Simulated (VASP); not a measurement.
SnTe: single point with PBE

The system is SnTe.

```
CELL_PARAMETERS angstrom
3.87849 0.00000 0.00000
0.00000 3.87849 0.00000
0.00000 0.00000 3.87849
ATOMIC_POSITIONS crystal
Te 0.50000 0.50000 0.50000
Sn 0.00000 0.00000 0.00000
```

This cell differs from its parent crystal: volume scaled by 0.98.

- Program: VASP 6.6.1
- Task: single point
- Functional: PBE
- Potentials or basis: VASP PAW PBE potentials, release 64 (Te, Sn_d)
- Cutoff: 520 eV
- k mesh: 7 × 7 × 7
- Occupations: fermi-dirac, width 0.05 eV
- Spin: no spin polarisation

| Quantity | Value |
| --- | --- |
| Pressure | -0.4 GPa |
| Band gap on the k mesh | zero (band 10 reaches 7.49 eV, above the bottom of band 11 at 6.37 eV) |

Levels at points of the mesh, in eV from the Fermi level:
```tsv
k point	band 6	band 7	band 8	band 9	band 10	band 11	band 12	band 13	band 14	band 15
(0.00, 0.00, 0.00)	-12.43	-5.20	-1.74	-1.74	-1.74	3.59	3.59	5.54	5.54	5.54
```

Run time: 25 s on 1 thread of AMD EPYC 7R43 64-Core Processor (Zen 3) (shared host), peak memory 0.14 GiB.

Caveat: spin-orbit coupling is left out, which moves the levels of the heavy elements.
